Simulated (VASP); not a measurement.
# SiO2 (Stishovite) (P4_2/mnm) in VASP: further runs

Runs on SiO2 (Stishovite). Level: PBE. Tasks: single point.

Everything below comes from runs of VASP 6.6.1. Logs are shortened: lines on timing, memory, paths and dates and some standing lists are left out, and cuts for length are marked.

### Step 1. The cell of the first run

It takes space group P4_2/mnm (No. 136, tetragonal). The conventional cell has a = 4.222 Å, b = 4.222 Å, c = 2.700 Å, α = 90.00°, β = 90.00°, γ = 90.00°. Within 2.4 Å of Si (site symmetry mmm) lie 6 O at 1.78 to 1.83 Å. Within 2.4 Å of O (site symmetry m2m) lie 3 Si at 1.78 to 1.83 Å and 1 O at 2.31 Å.

### Step 2. Single point, PBE (volume scaled by 1.04, then relaxed in part)

Contents of INCAR:

```
SYSTEM = SiO2
PREC = Accurate
ENCUT = 520
EDIFF = 1E-7
ISMEAR = -1
SIGMA = 0.02
LREAL = .False.
LASPH = .True.
NELM = 80
ALGO = Normal
ISIF = 2
LWAVE = .False.
LCHARG = .False.
GGA = PE
NBANDS = 25
```

Contents of KPOINTS:

```
Automatic mesh
0
Gamma
  7 7 11
  0 0 0
```

Contents of POSCAR:

```
SiO2
1.0
    4.2215312879      0.0000000000      0.0000000000
    0.0000000000      4.2215312879      0.0000000000
    0.0000000000      0.0000000000      2.6995632315
Si O
2 4
Direct
    0.0000000000      0.0000000000      0.0000000000
    0.5000000000      0.5000000000      0.5000000000
    0.3065961096      0.3065961096      0.0000000000
    0.1934038904      0.8065961096      0.5000000000
    0.6934038904      0.6934038904      0.0000000000
    0.8065961096      0.1934038904      0.5000000000
```

Potentials or basis: VASP PAW PBE potentials, release 64 (Si, O).

Started as:

```sh
> cat potpaw_PBE.64/Si/POTCAR potpaw_PBE.64/O/POTCAR > POTCAR
> mpirun -np 1 vasp_std > vasp.out
```

OUTCAR:

```text
SYSTEM = SiO2
   PREC = Accurate
   ENCUT = 520
   EDIFF = 1E-7
   ISMEAR = -1
   LREAL = .False.
   LASPH = .True.
   NELM = 80
   ISIF = 2
   GGA = PE

 ion  position               nearest neighbor table
   1  0.000  0.000  0.000-   4 1.78   6 1.78   4 1.78   6 1.78   5 1.83   3 1.83
   2  0.500  0.500  0.500-   3 1.78   5 1.78   3 1.78   5 1.78   4 1.83   6 1.83
   3  0.307  0.307  0.000-   2 1.78   2 1.78   1 1.83
   4  0.193  0.807  0.500-   1 1.78   1 1.78   2 1.83
   5  0.693  0.693  0.000-   2 1.78   2 1.78   1 1.83
   6  0.807  0.193  0.500-   1 1.78   1 1.78   2 1.83

  LATTYP: Found a simple tetragonal cell.
 ALAT       =     4.2215312879
 C/A-ratio  =     0.6394748842

  Lattice vectors:

 A1 = (   4.2215312879,   0.0000000000,   0.0000000000)
 A2 = (   0.0000000000,   4.2215312879,   0.0000000000)
 A3 = (   0.0000000000,   0.0000000000,   2.6995632315)

Analysis of symmetry for initial positions (statically):
=====================================================================
 Subroutine PRICEL returns:
 Original cell was already a primitive cell.

 Routine SETGRP: Setting up the symmetry group for a
 simple tetragonal supercell.

 Subroutine GETGRP returns: Found 16 space group operations
 (whereof  8 operations were pure point group operations)
 out of a pool of 16 trial point group operations.

The static configuration has the point symmetry D_2h.
 The point group associated with its full space group is D_4h.

Analysis of symmetry for dynamics (positions and initial velocities):
=====================================================================
 Subroutine PRICEL returns:
 Original cell was already a primitive cell.

 Routine SETGRP: Setting up the symmetry group for a
 simple tetragonal supercell.

 Subroutine GETGRP returns: Found 16 space group operations
 (whereof  8 operations were pure point group operations)
 out of a pool of 16 trial point group operations.

The dynamic configuration has the point symmetry D_2h.
 The point group associated with its full space group is D_4h.

 Subroutine INISYM returns: Found 16 space group operations
 (whereof  8 operations are pure point group operations),
 and found     1 'primitive' translations

----------------------------------------------------------------------------------------

                                     Primitive cell

  volume of cell :      48.1098

  direct lattice vectors                    reciprocal lattice vectors
     4.221531288  0.000000000  0.000000000     0.236880869  0.000000000  0.000000000
     0.000000000  4.221531288  0.000000000     0.000000000  0.236880869  0.000000000
     0.000000000  0.000000000  2.699563231     0.000000000  0.000000000  0.370430293

  length of vectors
     4.221531288  4.221531288  2.699563231     0.236880869  0.236880869  0.370430293

  position of ions in fractional coordinates (direct lattice)
     0.000000000  0.000000000  0.000000000
     0.500000000  0.500000000  0.500000000
     0.306596110  0.306596110  0.000000000
     0.193403890  0.806596110  0.500000000
     0.693403890  0.693403890  0.000000000
     0.806596110  0.193403890  0.500000000

  ion indices of the primitive-cell ions
   primitive index   ion index
                 1           1
                 2           2
                 3           3
                 4           4
                 5           5
                 6           6

----------------------------------------------------------------------------------------

 KPOINTS: Automatic mesh

Automatic generation of k-mesh.
 Grid dimensions read from file:
 generate k-points for:    7    7   11

 Generating k-lattice:

  Cartesian coordinates                     Fractional coordinates (reciprocal lattice)
     0.033840124  0.000000000  0.000000000     0.142857143  0.000000000  0.000000000
     0.000000000  0.033840124  0.000000000     0.000000000  0.142857143  0.000000000
     0.000000000  0.000000000  0.033675481     0.000000000  0.000000000  0.090909091

  Length of vectors
     0.033840124  0.033840124  0.033675481

  Shift w.r.t. Gamma in fractional coordinates (k-lattice)
     0.000000000  0.000000000  0.000000000

 Subroutine IBZKPT returns following result:
 ===========================================

 Found     60 irreducible k-points:

 Following reciprocal coordinates:
            Coordinates               Weight
  0.000000  0.000000  0.000000      1.000000
  0.142857  0.000000  0.000000      4.000000
  0.285714  0.000000  0.000000      4.000000
  0.428571  0.000000  0.000000      4.000000
  0.142857  0.142857  0.000000      4.000000
  0.285714  0.142857  0.000000      8.000000
[... 16 lines left out ...]
  0.285714  0.000000  0.181818      8.000000
  0.428571  0.000000  0.181818      8.000000
 [... further k-points ...]
   k-points           NKPTS =     60   k-points in BZ     NKDIM =     60   number of bands    NBANDS=     25
   number of dos      NEDOS =    301   number of ions     NIONS =      6
   total plane-waves  NPLWV =  20480
   dimension x,y,z NGX =    32 NGY =   32 NGZ =   20
   dimension x,y,z NGXF=    64 NGYF=   64 NGZF=   40
   ions per type =               2   4
   NGX,Y,Z   is equivalent  to a cutoff of  12.60, 12.60, 12.32 a.u.
   NGXF,Y,Z  is equivalent  to a cutoff of  25.20, 25.20, 24.63 a.u.
 SYSTEM =  SiO2
   PREC   = accura    normal or accurate (medium, high low for compatibility)
   ISTART =      0    job   : 0-new  1-cont  2-samecut
   ICHARG =      2    charge: 1-file 2-atom 10-const
   ISPIN  =      1    spin polarized calculation?
   LNONCOLLINEAR =      F non collinear calculations
   LSORBIT =      F    spin-orbit coupling
   LASPH  =      T    aspherical Exc in radial PAW
   ENCUT  =  520.0 eV  38.22 Ry    6.18 a.u.   7.85  7.85  5.02*2*pi/ulx,y,z
   NELM   =     80;   NELMIN=  2; NELMDL= -5     # of ELM steps
   EDIFF  = 0.1E-06   stopping-criterion for ELM
   LREAL  =      F    real-space projection
   EDIFFG = 0.1E-05   stopping-criterion for IOM
   NSW    =      0    number of steps for IOM
   IBRION =     -1    ionic relax: 0-MD 1-quasi-New 2-CG
   NFREE  =      0    steps in history (QN), initial steepest desc. (CG)
   ISIF   =      2    stress and relaxation
   ISYM   =      2    0-nonsym 1-usesym 2-fastsym
   POTIM  = 0.5000    time-step for ionic-motion
   TEBEG  =    0.0;   TEEND  =   0.0 temperature during run
   PSTRESS=    0.0 pullay stress
   NELECT =      32.0000    total number of electrons
   NUPDOWN=      -1.0000    fix difference up-down
   EMIN   =  10.00;   EMAX   =-10.00  energy-range for DOS
   EFERMI =   0.00;   METHOD = LEGACY
   ISMEAR =    -1;   SIGMA  =   0.02  broadening in eV -4-tet -1-fermi 0-gaus
   EFERMI_NEDOS =   21; number of points for ismear=-14 and -15
   IALGO  =     38    algorithm
   IMIX   =      4    mixing-type and parameters
     AMIX     =   0.40;   BMIX     =  1.00
     AMIX_MAG =   1.60;   BMIX_MAG =  1.00
  volume/ion in A,a.u.               =       8.02        54.11
  Fermi-wavevector in a.u.,A,eV,Ry     =   1.429049  2.700510 27.785542  2.042180
  Thomas-Fermi vector in A             =   2.549044
   LORBIT       =      0    0 simple, 1 ext, 2 COOP (PROOUT), +10 PAW based schemes
   GGA     = PE    functional components
   LHFCALC =     F    Hartree Fock is set to
   AEXX    =    0.0000 exact exchange contribution
   IVDW    =     0    specifies the selected vdW correction
   LEPSILON=     F    determine dielectric tensor
   LRPA    =     F    only Hartree local field effects (RPA)
 non-spin polarized calculation
  energy-cutoff  :      520.00
  volume of cell :       48.11
 maximum number of plane-waves:      1309
 NGX is ok and might be reduce to    32
   NGX = 15   NGY = 15   NGZ = 11

 number of electron      31.9999988 magnetization

 Free energy of the ion-electron system (eV)
  ---------------------------------------------------
  ext. energy  EPLUGINS =         0.00000000
  ---------------------------------------------------
  free energy    TOTEN  =       -46.31543686 eV

  energy without entropy =      -46.31543686  energy(sigma->0) =      -46.31543686

 E-fermi :   8.2577     XC(G=0): -12.1020

 val. band max:        7.7948280857   @ k =   0.0000   0.0000   0.0000
 cond. band min:      12.8382424188   @ k =   0.0000   0.0000   0.0000
 fundamental gap:      5.0434143331
 Fermi energy:         8.2577136088

 k-point     1 :       0.0000    0.0000    0.0000
  band No.  band energies     occupation
      1     -14.4486      2.00000
      2     -10.9645      2.00000
      3     -10.9645      2.00000
      4     -10.7710      2.00000
      5      -2.8607      2.00000
      6       1.5609      2.00000
[... 17 lines left out ...]
     24      21.6081      0.00000
     25      23.2242      0.00000

 k-point     2 :       0.1429    0.0000    0.0000
  band No.  band energies     occupation
      1     -14.3456      2.00000
      2     -11.4894      2.00000
      3     -10.9134      2.00000
      4     -10.4631      2.00000
      5      -2.7125      2.00000
      6       0.9757      2.00000
[... 17 lines left out ...]
     24      21.1882      0.00000
     25      23.1188      0.00000

 k-point     3 :       0.2857    0.0000    0.0000
  band No.  band energies     occupation
      1     -14.0425      2.00000
      2     -12.2079      2.00000
      3     -10.7724      2.00000
      4     -10.3290      2.00000
      5      -2.2988      2.00000
      6       0.0277      2.00000
[... 552 lines left out ...]
 k-point    23 :       0.2857    0.0000    0.1818
  band No.  band energies     occupation
      1     -13.6449      2.00000
      2     -11.9336      2.00000
      3     -10.6099      2.00000
      4     -10.2936      2.00000
      5      -2.0437      2.00000
      6       0.2957      2.00000
[... 17 lines left out ...]
     24      20.8484      0.00000
     25      22.0264      0.00000

 k-point    24 :       0.4286    0.0000    0.1818
  band No.  band energies     occupation
      1     -13.1864      2.00000
      2     -12.5957      2.00000
      3     -10.4614      2.00000
      4     -10.3320      2.00000
      5      -1.3563      2.00000
      6      -0.5649      2.00000
[... 17 lines left out ...]
     24      20.3509      0.00000
     25      21.8469      0.00000

 [... further k-points ...]

------------------------ aborting loop because EDIFF is reached ----------------------------------------

  FORCE on cell =-STRESS in cart. coord.  units (eV):
  Direction    XX          YY          ZZ          XY          YZ          ZX
  --------------------------------------------------------------------------------------
  -------------------------------------------------------------------------------------
  Total        0.3791131      0.3791131     -0.1667039      0.0000000      0.0000000      0.0000000
  in kB       12.6254201     12.6254201     -5.5516598      0.0000000      0.0000000      0.0000000
  external PRESSURE =       6.5663935 kB  Pullay stress =       0.0000000 kB

 VOLUME and BASIS-vectors are now :
 -----------------------------------------------------------------------------
  energy-cutoff  :      520.00
  volume of cell :       48.11
      direct lattice vectors                 reciprocal lattice vectors
     4.221531288  0.000000000  0.000000000     0.236880869  0.000000000  0.000000000
     0.000000000  4.221531288  0.000000000     0.000000000  0.236880869  0.000000000
     0.000000000  0.000000000  2.699563231     0.000000000  0.000000000  0.370430293

 POSITION                                       TOTAL-FORCE (eV/Angst)
 -----------------------------------------------------------------------------------
      0.00000      0.00000      0.00000         0.000000      0.000000      0.000000
      2.11077      2.11077      1.34978         0.000000      0.000000      0.000000
      1.29431      1.29431      0.00000        -0.012343     -0.012343      0.000000
      0.81646      3.40507      1.34978         0.012343     -0.012343      0.000000
      2.92723      2.92723      0.00000         0.012343      0.012343     -0.000000
      3.40507      0.81646      1.34978        -0.012343      0.012343     -0.000000
 -----------------------------------------------------------------------------------
    total drift:                                0.000000      0.000000      0.000000

  FREE ENERGIE OF THE ION-ELECTRON SYSTEM (eV)
  ---------------------------------------------------
  free  energy   TOTEN  =       -46.3154368611 eV

  energy  without entropy=      -46.3154368611  energy(sigma->0) =      -46.31543686
```

Wall time 55 s (1 thread of AMD EPYC 7R43 (Zen 3), shared host); peak memory 0.15 GiB.

What came out:

| Property | Result |
| --- | --- |
| Free energy | -46.3154 eV |
| Pressure | 0.7 GPa |
| Largest force | 0.017 eV/Å |
| Band gap on the k mesh | 5.04 eV, direct |

Forces on the atoms (eV/Å):
```
Si   0.000  0.000  0.000
Si   0.000  0.000  0.000
O   -0.012 -0.012  0.000
O    0.012 -0.012  0.000
O    0.012  0.012  0.000
O   -0.012  0.012  0.000
```

Stress tensor (GPa, compression positive):
```
 1.26  0.00  0.00
 0.00  1.26  0.00
 0.00  0.00 -0.56
```

### Step 3. Single point, PBE (volume scaled by 1.06, then relaxed in part)

Contents of INCAR:

```
SYSTEM = SiO2
  ALGO = Normal
  EDIFF = 1E-7
  ENCUT = 520
  GGA = PE
  ISIF = 2
  ISMEAR = -1
  LASPH = .TRUE.
  LCHARG = .FALSE.
  LREAL = .FALSE.
  LWAVE = .FALSE.
  NBANDS = 25
  NELM = 60
  PREC = Accurate
  SIGMA = 0.02
```

Contents of KPOINTS:

```
k-points
0
G
  7 7 11
  0 0 0
```

Contents of POSCAR:

```
SiO2
1.0
    4.2484207472      0.0000000000      0.0000000000
    0.0000000000      4.2484207472      0.0000000000
    0.0000000000      0.0000000000      2.7167583653
Si O
2 4
Direct
    0.0000000000      0.0000000000      0.0000000000
    0.5000000000      0.5000000000      0.5000000000
    0.3073168230      0.3073168230      0.0000000000
    0.1926831770      0.8073168230      0.5000000000
    0.6926831770      0.6926831770      0.0000000000
    0.8073168230      0.1926831770      0.5000000000
```

Potentials or basis: VASP PAW PBE potentials, release 64 (Si, O).

Started as:

```sh
> cat potpaw_PBE.64/Si/POTCAR potpaw_PBE.64/O/POTCAR > POTCAR
> mpirun -np 1 vasp_std > vasp.out
```

OUTCAR:

```text
SYSTEM = SiO2
   EDIFF = 1E-7
   ENCUT = 520
   GGA = PE
   ISIF = 2
   ISMEAR = -1
   LASPH = .TRUE.
   LREAL = .FALSE.
   NELM = 60
   PREC = Accurate

 ion  position               nearest neighbor table
   1  0.000  0.000  0.000-   4 1.78   6 1.78   4 1.78   6 1.78   5 1.85   3 1.85
   2  0.500  0.500  0.500-   3 1.78   5 1.78   3 1.78   5 1.78   4 1.85   6 1.85
   3  0.307  0.307  0.000-   2 1.78   2 1.78   1 1.85
   4  0.193  0.807  0.500-   1 1.78   1 1.78   2 1.85
   5  0.693  0.693  0.000-   2 1.78   2 1.78   1 1.85
   6  0.807  0.193  0.500-   1 1.78   1 1.78   2 1.85
[... 881 lines left out ...]
  -------------------------------------------------------------------------------------
  Total       -1.0040499     -1.0040499     -2.1339699      0.0000000      0.0000000      0.0000000
  in kB      -32.8064931    -32.8064931    -69.7256894      0.0000000      0.0000000      0.0000000
  external PRESSURE =     -45.1128919 kB  Pullay stress =       0.0000000 kB

 VOLUME and BASIS-vectors are now :
 -----------------------------------------------------------------------------
  energy-cutoff  :      520.00
  volume of cell :       49.03
      direct lattice vectors                 reciprocal lattice vectors
     4.248420747  0.000000000  0.000000000     0.235381583  0.000000000  0.000000000
     0.000000000  4.248420747  0.000000000     0.000000000  0.235381583  0.000000000
     0.000000000  0.000000000  2.716758365     0.000000000  0.000000000  0.368085735

 POSITION                                       TOTAL-FORCE (eV/Angst)
 -----------------------------------------------------------------------------------
      0.00000      0.00000      0.00000         0.000000      0.000000      0.000000
      2.12421      2.12421      1.35838         0.000000      0.000000      0.000000
      1.30561      1.30561      0.00000        -0.014971     -0.014971     -0.000000
      0.81860      3.42982      1.35838         0.014971     -0.014971      0.000000
      2.94281      2.94281      0.00000         0.014971      0.014971      0.000000
      3.42982      0.81860      1.35838        -0.014971      0.014971      0.000000
 -----------------------------------------------------------------------------------
    total drift:                                0.000000     -0.000000      0.000000

  FREE ENERGIE OF THE ION-ELECTRON SYSTEM (eV)
  ---------------------------------------------------
  free  energy   TOTEN  =       -46.3056708237 eV

  energy  without entropy=      -46.3056708237  energy(sigma->0) =      -46.30567082
```

OSZICAR:

```text
N       E                     dE             d eps       ncg     rms          rms(c)
DAV:   1     0.135052254950E+03    0.13505E+03   -0.17478E+04  3032   0.122E+03
DAV:   2    -0.439187944524E+02   -0.17897E+03   -0.17150E+03  3795   0.277E+02
DAV:   3    -0.508148745307E+02   -0.68961E+01   -0.68675E+01  4033   0.521E+01
DAV:   4    -0.508606171227E+02   -0.45743E-01   -0.45729E-01  3476   0.492E+00
DAV:   5    -0.508610085442E+02   -0.39142E-03   -0.39134E-03  4037   0.429E-01    0.167E+01
DAV:   6    -0.462375907996E+02    0.46234E+01   -0.13224E+01  3704   0.243E+01    0.750E+00
DAV:   7    -0.462859715339E+02   -0.48381E-01   -0.70628E-01  3839   0.483E+00    0.283E+00
DAV:   8    -0.462987747710E+02   -0.12803E-01   -0.25044E-02  3725   0.136E+00    0.108E+00
DAV:   9    -0.463054758663E+02   -0.67011E-02   -0.96392E-03  3888   0.830E-01    0.260E-01
DAV:  10    -0.463057022154E+02   -0.22635E-03   -0.67590E-04  3693   0.179E-01    0.513E-02
DAV:  11    -0.463056695227E+02    0.32693E-04   -0.11783E-04  3928   0.774E-02    0.987E-03
DAV:  12    -0.463056707312E+02   -0.12085E-05   -0.73769E-06  3664   0.187E-02    0.383E-03
DAV:  13    -0.463056708342E+02   -0.10301E-06   -0.79869E-07  3992   0.628E-03    0.373E-03
DAV:  14    -0.463056708237E+02    0.10492E-07   -0.33650E-08  2485   0.130E-03
   1 F= -.46305671E+02 E0= -.46305671E+02  d E =-.212094E-12
```

Wall time 25 s (1 thread of Intel Xeon 6975P-C, shared host); peak memory 0.19 GiB.

What came out:

| Item | Value |
| --- | --- |
| Free energy | -46.3057 eV |
| Pressure | -4.5 GPa |
| Largest force | 0.021 eV/Å |
| Band gap on the k mesh | 4.74 eV, direct |

Forces in eV/Å, atoms in the order of the input:
```
Si   0.000  0.000  0.000
Si   0.000  0.000  0.000
O   -0.015 -0.015  0.000
O    0.015 -0.015  0.000
O    0.015  0.015  0.000
O   -0.015  0.015  0.000
```

 A k mesh can miss the band edges.
